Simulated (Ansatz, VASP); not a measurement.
**Two plane-wave programs on Au**

```
Au
1.0
     2.80516    0.00000    0.00000
    -1.40258    2.42934    0.00000
     0.00000    0.00000    9.34024
Au
4
Cartesian
  -1.4026 2.4293 0.0000
  -1.4026 2.4293 4.6701
  0.0000 1.6196 2.3351
  1.4026 0.8098 7.0052
```

Alike in both runs: task single point; functional LDA; k mesh 14 × 14 × 4; occupations fermi-dirac, width 0.1 eV; no spin polarisation.

|  | VASP | Ansatz |
| --- | --- | --- |
| version | VASP 6.6.1 | Ansatz 0.2.0 |
| potentials or method | VASP PAW LDA potentials, release 64 (Au), cutoff 520 eV | plane waves (420 eV) with PAW, scalar-relativistic |
| valence electrons in the cell | 44 | 76 |

```tsv
	VASP	Ansatz	Ansatz less VASP
pressure (GPa)	9.6	9.0	-0.59
traceless stress, the component that is largest in VASP (GPa)	-0.59	-0.50	+0.091
```

Ansatz warns that its potentials were made for another functional, while VASP's fit it. LDA's correlation is that of Perdew and Zunger in VASP and of Perdew and Wang (1992) in Ansatz. VASP's potentials hold 44 valence electrons a cell and Ansatz's 76, so a difference there can come from the potentials and not from the codes.

Spin-orbit coupling is off throughout.
